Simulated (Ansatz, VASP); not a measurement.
**One calculation of Cu, two programs**

The input INCAR:

```
ALGO     = Fast           # electronic algorithm
EDIFF    = 1E-7           # SCF threshold, eV
ENCUT    = 520            # plane-wave cutoff, eV
GGA      = PS             # functional
ISIF     = 2              # what is computed and relaxed
ISMEAR   = 0              # smearing method
LASPH    = True           # aspherical terms in the spheres
LCHARG   = False          # write CHGCAR
LREAL    = False          # projectors in reciprocal space
LWAVE    = False          # write WAVECAR
NBANDS   = 54             # bands
NELM     = 60             # most SCF steps
PREC     = Accurate       # precision mode
SIGMA    = 0.15           # smearing width, eV
```

The input KPOINTS:

```
k-points
0
Gamma
  12 12 12
```

File POSCAR:

```
Cu
1.0
    3.6150000000      0.0000000000      3.6150000000
    0.0000000000     -3.6150000000      3.6150000000
    3.6150000000     -3.6150000000      0.0000000000
Cu
8
Direct
   -0.0331950207     -0.0331950207      0.5331950207
    0.0000000000      0.5000000000      0.5000000000
    0.5000000000      0.0000000000      0.5000000000
    0.5000000000      0.5000000000      0.5000000000
    0.0000000000      0.0000000000      0.0000000000
    0.0000000000      0.5000000000      0.0000000000
    0.5000000000      0.0000000000      0.0000000000
    0.5000000000      0.5000000000      0.0000000000
```

Input for Ansatz:

```yaml
crystal:
  lattice:
    - [3.615, 0.0, 3.615]
    - [0.0, -3.615, 3.615]
    - [3.615, -3.615, 0.0]
  atoms:
    - { symbol: Cu, position: [-0.0331950207, -0.0331950207, 0.5331950207] }
    - { symbol: Cu, position: [0.0, 0.5, 0.5] }
    - { symbol: Cu, position: [0.5, 0.0, 0.5] }
    - { symbol: Cu, position: [0.5, 0.5, 0.5] }
    - { symbol: Cu, position: [0.0, 0.0, 0.0] }
    - { symbol: Cu, position: [0.0, 0.5, 0.0] }
    - { symbol: Cu, position: [0.5, 0.0, 0.0] }
    - { symbol: Cu, position: [0.5, 0.5, 0.0] }
basis:
  ecutwfc: 420
kpoints:
  mp_grid: { grid: [12, 12, 12] }
hamiltonian:
  xc: pbesol
scf:
  occupations: { method: gaussian, width: 0.15 }
output:
  forces: true
  stress: true
  eigenvalues: true
```

Alike in both runs: task single point; functional PBEsol; k mesh 12 × 12 × 12; occupations gaussian, width 0.15 eV; no spin polarisation.

```csv
,VASP,Ansatz
version,VASP 6.6.1,Ansatz 0.2.0
potentials or method,"VASP PAW PBE potentials, release 64 (Cu), cutoff 520 eV","scalar-relativistic, plane waves, PAW"
valence electrons in the cell,88,152
```

Ansatz gave:

* gap on the k mesh at the Fermi level (eV): none
* pressure (GPa): -5.3
* rms of the force components (eV/Å): 0.411

**Question.** What did VASP give for the same quantities?

**Answer.** gap on the k mesh at the Fermi level (eV): none; pressure (GPa): -4.6; rms of the force components (eV/Å): 0.412.

VASP's potentials were made for PBE, not for PBEsol. Atom by atom the forces differ by 0.002 eV/Å (rms over components). A gap of «none» marks a metal or a gap that the smearing closes. With one functional, cell and mesh, what is left measures potentials, basis and numerics. VASP's potentials hold 88 valence electrons a cell and Ansatz's 152, so a difference there can come from the potentials and not from the codes.
